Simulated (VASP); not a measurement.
Set up this calculation in VASP 6.6.1, as the native input.

* Task: single point
* Functional: PBEsol
* Potentials or basis: VASP PAW PBE potentials, release 64 (Si, Ni)
* Cutoff: 520 eV
* k mesh: 12 × 12 × 10
* Occupations: gaussian, width 0.15 eV
* Spin: no spin polarisation
* Dipole correction: no
* Further INCAR settings: ALGO = Fast; EDIFF = 1e-06; NBANDS = 33

The structure of SiNi2 lies in POSCAR:

```
SiNi2
1.0
    3.8684636248      0.0000000000      0.0000000000
   -1.9342318124      3.3501877727      0.0000000000
    0.0000000000      0.0000000000      4.9169852794
Si Ni
2 4
Direct
    0.3333333333      0.6666666667      0.7976092426
    0.6666666667      0.3333333333      0.2023907574
    0.0000000000      0.0000000000      0.0000000000
    0.0000000000      0.0000000000      0.5000000000
    0.3333333333      0.6666666667      0.3033863709
    0.6666666667      0.3333333333      0.6966136291
```

This cell differs from its parent crystal: mode 4 (122.1 1/cm) frozen in, largest displacement +0.263 Å.

One way to write it, as run:

INCAR

```
ALGO = Fast
EDIFF = 1E-6
ENCUT = 520
GGA = PS
ISIF = 2
ISMEAR = 0
LASPH = True
LCHARG = False
LREAL = False
LWAVE = False
NBANDS = 33
NELM = 80
PREC = Accurate
SIGMA = 0.15
```

KPOINTS

```
k-points
0
Gamma
  12 12 10
```

Potentials or basis: VASP PAW PBE potentials, release 64 (Si, Ni).

Command:

```sh
$ cat potpaw_PBE.64/Si/POTCAR potpaw_PBE.64/Ni/POTCAR > POTCAR
$ mpirun -np 1 vasp_std > vasp.out
```

It gave:

- Pressure: -0.6 GPa
- Largest force: 0.739 eV/Å
- Band gap on the k mesh: zero (band 24 reaches 14.43 eV, above the bottom of band 25 at 10.95 eV)

Caveat: the cell differs from its parent crystal (mode 4 (122.1 1/cm) frozen in, largest displacement +0.263 Å); the PAW data sets were made with another functional, which shifts forces and pressure a little.

Wall time 3.3 min on 1 thread of Intel(R) Xeon(R) 6975P-C (Granite Rapids), with other jobs on the host, peak memory 0.37 GiB.
